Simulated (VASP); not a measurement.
# BN (Cm) in VASP: notebook, part 2 of 2

VASP 6.6.1. Earlier steps stand in the parts before.

**3. Single point, PBE**

Contents of INCAR:

```
SYSTEM = BN
ALGO = Normal
EDIFF = 1E-7
ENCUT = 520
GGA = PE
ISIF = 2
ISMEAR = 0
LASPH = .TRUE.
LCHARG = .FALSE.
LREAL = .FALSE.
LWAVE = .FALSE.
NBANDS = 16
NELM = 60
PREC = Accurate
SIGMA = 0.05
```

Contents of KPOINTS:

```
k-points
0
G
  12 12 6
  0 0 0
```

Contents of POSCAR:

```
BN
1.0
    2.5545800962      0.0000000000      0.0000000000
   -1.2772900481      2.2123312593      0.0000000000
    0.0000000000      0.0000000000      4.2245145363
B N
2 2
Direct
    0.6666666667      0.3333333333      0.9998058548
    0.3333333333      0.6666666667      0.4998058548
    0.6826194483      0.3652388967      0.6311950213
    0.3492861150      0.6985722300      0.1311950213
```

Potentials or basis: VASP PAW PBE potentials, release 64 (B, N).

The run is started by

```console
cat potpaw_PBE.64/B/POTCAR potpaw_PBE.64/N/POTCAR > POTCAR
mpirun -np 1 vasp_std > vasp.out
```

OUTCAR:

```text
SYSTEM = BN
   EDIFF = 1E-7
   ENCUT = 520
   GGA = PE
   ISIF = 2
   ISMEAR = 0
   LASPH = .TRUE.
   LREAL = .FALSE.
   NELM = 60
   PREC = Accurate

 ion  position               nearest neighbor table
   1  0.667  0.333  1.000-   4 1.51   3 1.56   4 1.61   4 1.61
   2  0.333  0.667  0.500-   3 1.54   3 1.54   4 1.56   3 1.64
   3  0.683  0.365  0.631-   2 1.54   2 1.54   1 1.56   2 1.64
   4  0.349  0.699  0.131-   1 1.51   2 1.56   1 1.61   1 1.61

  LATTYP: Found a hexagonal cell.
 ALAT       =     2.5545800962
 C/A-ratio  =     1.6537021261

  Lattice vectors:

 A1 = (   2.5545800962,   0.0000000000,   0.0000000000)
 A2 = (  -1.2772900481,   2.2123312593,   0.0000000000)
 A3 = (   0.0000000000,   0.0000000000,   4.2245145363)

Analysis of symmetry for initial positions (statically):
=====================================================================
 Subroutine PRICEL returns:
 Original cell was already a primitive cell.

 Routine SETGRP: Setting up the symmetry group for a
 hexagonal supercell.

 Subroutine GETGRP returns: Found  2 space group operations
 (whereof  2 operations were pure point group operations)
 out of a pool of 24 trial point group operations.

The static configuration has the point symmetry C_1h.

Analysis of symmetry for dynamics (positions and initial velocities):
=====================================================================
 Subroutine PRICEL returns:
 Original cell was already a primitive cell.

 Routine SETGRP: Setting up the symmetry group for a
 hexagonal supercell.

 Subroutine GETGRP returns: Found  2 space group operations
 (whereof  2 operations were pure point group operations)
 out of a pool of 24 trial point group operations.

The dynamic configuration has the point symmetry C_1h.

 Subroutine INISYM returns: Found  2 space group operations
[... 113 lines left out ...]
   NUPDOWN=      -1.0000    fix difference up-down
   EMIN   =  10.00;   EMAX   =-10.00  energy-range for DOS
   EFERMI =   0.00;   METHOD = LEGACY
   ISMEAR =     0;   SIGMA  =   0.05  broadening in eV -4-tet -1-fermi 0-gaus
   EFERMI_NEDOS =   21; number of points for ismear=-14 and -15
   IALGO  =     38    algorithm
   IMIX   =      4    mixing-type and parameters
     AMIX     =   0.40;   BMIX     =  1.00
     AMIX_MAG =   1.60;   BMIX_MAG =  1.00
  volume/ion in A,a.u.               =       5.97        40.28
  Fermi-wavevector in a.u.,A,eV,Ry     =   1.432625  2.707270 27.924811  2.052416
  Thomas-Fermi vector in A             =   2.552232
   LORBIT       =      0    0 simple, 1 ext, 2 COOP (PROOUT), +10 PAW based schemes
   GGA     = PE    functional components
   LHFCALC =     F    Hartree Fock is set to
   AEXX    =    0.0000 exact exchange contribution
   IVDW    =     0    specifies the selected vdW correction
   LEPSILON=     F    determine dielectric tensor
   LRPA    =     F    only Hartree local field effects (RPA)
 non-spin polarized calculation
 Gauss-broadening in eV      SIGMA  =   0.05
  energy-cutoff  :      520.00
  volume of cell :       23.88
 maximum number of plane-waves:       660
   NGX =  9   NGY =  9   NGZ = 15

 number of electron      16.0000002 magnetization

 Free energy of the ion-electron system (eV)
  ---------------------------------------------------
  ext. energy  EPLUGINS =         0.00000000
  ---------------------------------------------------
  free energy    TOTEN  =       -34.70293852 eV

  energy without entropy =      -34.70293852  energy(sigma->0) =      -34.70293852

 E-fermi :   7.9917     XC(G=0): -12.7631

 val. band max:        7.7791529074   @ k =   0.0000   0.0000   0.0000
 cond. band min:      12.3282089385   @ k =   0.3333   0.3333   0.0000
 fundamental gap:      4.5490560312
 Fermi energy:         7.9917000523

 k-point     1 :       0.0000    0.0000    0.0000
  band No.  band energies     occupation
      1     -12.8572      2.00000
      2      -8.7657      2.00000
      3      -3.4572      2.00000
      4       5.2647      2.00000
      5       5.2805      2.00000
      6       6.7706      2.00000
[... 433 lines left out ...]
      3      -1.2733      2.00000
      4      -0.6367      2.00000
      5       1.1021      2.00000
      6       2.5709      2.00000
[... 8 lines left out ...]
     15      23.2636      0.00000
     16      24.0706      0.00000

 [... further k-points ...]
[... 5 lines left out ...]
  --------------------------------------------------------------------------------------
  -------------------------------------------------------------------------------------
  Total        0.1238920      0.3896608      0.1590848      0.0000000     -0.3164250      0.0000000
  in kB        8.3139496     26.1487425     10.6756096      0.0000000    -21.2341479      0.0000000
  external PRESSURE =      15.0461006 kB  Pullay stress =       0.0000000 kB

 VOLUME and BASIS-vectors are now :
 -----------------------------------------------------------------------------
  energy-cutoff  :      520.00
  volume of cell :       23.88
      direct lattice vectors                 reciprocal lattice vectors
     2.554580096  0.000000000  0.000000000     0.391453766  0.226005937  0.000000000
    -1.277290048  2.212331259  0.000000000     0.000000000  0.452011875  0.000000000
     0.000000000  0.000000000  4.224514536     0.000000000  0.000000000  0.236713590

 POSITION                                       TOTAL-FORCE (eV/Angst)
 -----------------------------------------------------------------------------------
      1.27729      0.73744      4.22369         0.000000      1.782482      0.465397
     -0.00000      1.47489      2.11144        -0.000000      1.461139      0.484936
      1.27729      0.80803      2.66649        -0.000000     -1.449232     -0.485552
     -0.00000      1.54547      0.55424        -0.000000     -1.794388     -0.464781
 -----------------------------------------------------------------------------------
    total drift:                                0.000000     -0.000153      0.000390

  FREE ENERGIE OF THE ION-ELECTRON SYSTEM (eV)
  ---------------------------------------------------
  free  energy   TOTEN  =       -34.7029385230 eV

  energy  without entropy=      -34.7029385230  energy(sigma->0) =      -34.70293852
```

stdout:

```text
POSCAR found type information on POSCAR B N
 POSCAR found :  2 types and       4 ions
 scaLAPACK will be used
 LDA part: xc-table for (Slater+PW92), standard interpolation
 POSCAR, INCAR and KPOINTS ok, starting setup
 FFT: planning ... GRIDC
 FFT: planning ... GRID_SOFT
 FFT: planning ... GRID
 WAVECAR not read
 entering main loop
```

It took 39 s on 1 thread of AMD EPYC 9R45 (Zen 5), shared host; peak memory 0.16 GiB.

What came out:

```
Free energy            : -34.7029 eV
Pressure               : 1.5 GPa
Largest force          : 1.854 eV/Å
Band gap on the k mesh : 4.55 eV, indirect (least direct gap 7.77 eV)
```

Forces on the atoms (eV/Å):
```
B    0.000  1.782  0.465
B    0.000  1.461  0.485
N    0.000 -1.449 -0.486
N    0.000 -1.794 -0.465
```

Caveat: the cell differs from its parent crystal (all N atoms moved -0.075 Å, as atom 3 towards its neighbour atom 2 (B) at 1.567 Å); forces of over 1 eV/Å act on the atoms, so gaps and moduli don't describe the material at rest. A k mesh can miss the band edges.
